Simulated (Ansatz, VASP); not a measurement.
**One calculation of Sr3Ti2O3, two programs**

```
CELL_PARAMETERS angstrom
6.86018 0.00000 0.00000
-3.43009 5.94109 0.00000
0.00000 0.00000 5.35642
ATOMIC_POSITIONS crystal
Sr 0.50000 0.00000 0.50000
Sr 0.00000 0.50000 0.50000
Sr 0.50000 0.50000 0.50000
Ti 0.33333 0.66667 0.00000
Ti 0.66667 0.33333 0.00000
O 0.50000 0.00000 0.00000
O 0.00000 0.50000 0.00000
O 0.50000 0.50000 0.00000
```

Alike in both runs: functional PBE; k mesh 6 × 6 × 6; occupations gaussian, width 0.1 eV; collinear spin.

Ansatz relaxed the structure, and its values are those at the end. VASP's run is a single point on that final structure, the one shown.

|  | VASP | Ansatz |
| --- | --- | --- |
| version | VASP 6.6.1 | Ansatz 0.2.0 |
| potentials or method | VASP PAW PBE potentials, release 64 (Sr_sv, Ti_sv, O), cutoff 520 eV | scalar-relativistic, plane waves, PAW |
| valence electrons in the cell | 72 | 72 |

```csv
,VASP,Ansatz,Ansatz less VASP
gap on the k mesh at the Fermi level (eV),none,none,-
pressure (GPa),-0.5,0.0,+0.52
net moment per atom (μB),0.08,0.43,+0.346
size of the moment on the site where the two differ most (μB),0.03,0.55,+0.524
```

The net moments are unlike, so the other rows may belong to different states. Site moments also hang on the region over which each program counts them. A gap of «none» marks a metal or a gap that the smearing closes.
